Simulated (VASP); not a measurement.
MgS:

```
S Mg
1.0
     0.00000    2.85188    2.85188
     2.85188    0.00000    2.85188
     2.85188    2.85188    0.00000
S Mg
1 1
Direct
  0.25000 0.25000 0.25000
  0.00000 0.00000 0.00000
```

Base run:

| Item | Value |
| --- | --- |
| Program | VASP 6.6.1 |
| Functional | PBEsol |
| Potentials or basis | VASP PAW PBE potentials, release 64 (S, Mg) |
| Cutoff | 520 eV |
| k mesh | 8 × 8 × 8 |
| Occupations | fermi-dirac, width 0.05 eV |
| Spin | no spin polarisation |

Its results: band gap on the k mesh 3.19 eV, direct; pressure -1.6 GPa.

The run is repeated on the same cell with these changes: functional from PBEsol to r2SCAN. What comes out?

Band gap on the k mesh 4.01 eV, direct; pressure -1.5 GPa.

r2SCAN gives the wider gap, since meta-GGAs in the generalised Kohn-Sham scheme recover part of the derivative discontinuity.

Caveats: the PAW data sets were made with another functional, which shifts forces and pressure a little.

A k mesh can miss the band edges.
